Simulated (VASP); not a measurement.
Here is a VASP 6.6.1 calculation.

The input POSCAR:

```
CdTe
1.0
    0.0000000000      3.2050000000      3.0447500000
    3.2050000000      0.0000000000      3.0447500000
    3.2050000000      3.2050000000      0.0000000000
Cd Te
1 1
Direct
    0.0000000000      0.0000000000      0.0000000000
    0.7500000000      0.7500000000      0.7500000000
```

The input INCAR.step1:

```
SYSTEM = CdTe
ALGO = Normal ; EDIFF = 1E-4
ENCUT = 520 ; GGA = PE
ISMEAR = 0 ; LASPH = .True.
LCHARG = .False. ; LREAL = .False.
LWAVE = .True. ; NBANDS = 16
NELM = 80 ; PREC = Accurate
SIGMA = 0.05
```

Contents of INCAR.step2:

```
SYSTEM = CdTe
ALGO = Normal ; EDIFF = 1E-6
ENCUT = 520 ; ISIF = 2
ISMEAR = 0 ; ISTART = 1
LASPH = .True. ; LCHARG = .False.
LMIXTAU = .True. ; LREAL = .False.
LWAVE = .False. ; METAGGA = R2SCAN
NBANDS = 16 ; NELM = 80
PREC = Accurate ; SIGMA = 0.05
```

Contents of KPOINTS:

```
k-points
0
Gamma
  8 8 8
  0 0 0
```

Potentials or basis: VASP PAW PBE potentials, release 64 (Cd, Te).

Run with:

```console
$ cat potpaw_PBE.64/Cd/POTCAR potpaw_PBE.64/Te/POTCAR > POTCAR
$ cp INCAR.step1 INCAR
$ mpirun -np 1 vasp_std > vasp.out
$ cp INCAR.step2 INCAR
$ mpirun -np 1 vasp_std > vasp.out
```

(1) Predict the pressure.

(2) What does it give for the band gap on the k mesh?

Answers

(1) 6.5 GPa.

(2) 1.44 eV, direct.

Caveat: the cell differs from its parent crystal (strain +0.000 along x and y, -0.050 along z); the PAW data sets were made with another functional, which shifts forces and pressure a little; spin-orbit coupling is left out, which moves the levels of the heavy elements.
